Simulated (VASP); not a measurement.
Pt, 6 atoms in the cell. Symmetry: Fd-3m, No. 227, cubic system. The conventional cell has a = 7.384 Å, b = 7.384 Å, c = 7.384 Å, α = 90.00°, β = 90.00°, γ = 90.00°. Pt (site symmetry -3m) has 12 Pt at 2.61 to 3.06 Å within 3.4 Å. Pt (site symmetry -43m) has 16 Pt at 3.06 to 3.20 Å within 4.0 Å. 

```yaml
Program: VASP 6.6.1
Task: relaxation of cell and atoms
Functional: PBE
Potentials_or_basis: VASP PAW PBE potentials, release 64 (Pt)
Cutoff: 600 eV
k_mesh: 10 × 10 × 10
Occupations: gaussian, width 0.1 eV
Spin: no spin polarisation
Dipole_correction: no
Further_INCAR_settings: ALGO = Fast; EDIFF = 1e-07; IBRION = 2; EDIFFG = -0.01; NSW = 100; ISIF = 3
```

Potentials or basis: VASP PAW PBE potentials, release 64 (Pt).

Command:

```bash
$ cat potpaw_PBE.64/Pt/POTCAR > POTCAR
$ mpirun -np 1 vasp_std > vasp.out
```

Hardware: 1 thread of Intel(R) Xeon(R) 6975P-C (Granite Rapids) (shared host).

Problem. Estimate the wall time of this run.

Solution. It took 5 min on 1 thread of Intel(R) Xeon(R) 6975P-C (Granite Rapids), on a shared host, peak memory 0.35 GiB. Counts: scf iterations 40, k points 47, ion steps 3.
